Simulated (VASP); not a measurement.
The system is HgTe.

```
Hg Te
1.0
     2.99252   -3.46693    0.00000
     2.99252    3.46693    0.00000
     0.00000    0.00000    5.79816
Hg Te
2 2
Direct
  0.34305 0.65695 0.75000
  0.65695 0.34305 0.25000
  0.78481 0.21519 0.75000
  0.21519 0.78481 0.25000
```

Base run:

```yaml
Program: VASP 6.6.1
Functional: BLYP
Potentials_or_basis: VASP PAW PBE potentials, release 64 (Hg, Te)
Cutoff: 520 eV
k_mesh: 6 × 6 × 4
Occupations: fermi-dirac, width 0.05 eV
Spin: no spin polarisation
```

Its results: band gap on the k mesh zero (bands 18 and 19 overlap by 2.01 eV); pressure 4.2 GPa; largest force 0.069 eV/Å.

**Question.** The run is repeated on the same cell with these changes: functional from BLYP to PBEsol. What comes out?

**Answer.** Band gap on the k mesh zero (bands 18 and 19 overlap by 2.06 eV); pressure -3.2 GPa; largest force 0.152 eV/Å.

PBEsol binds more tightly than BLYP, so the same cell stands under less pressure.

Caveats: the PAW data sets were made with another functional, which shifts forces and pressure a little; spin-orbit coupling is left out, which moves the levels of the heavy elements; the cell stands under pressure (at least some runs); the cell stands under tension (at least some runs).
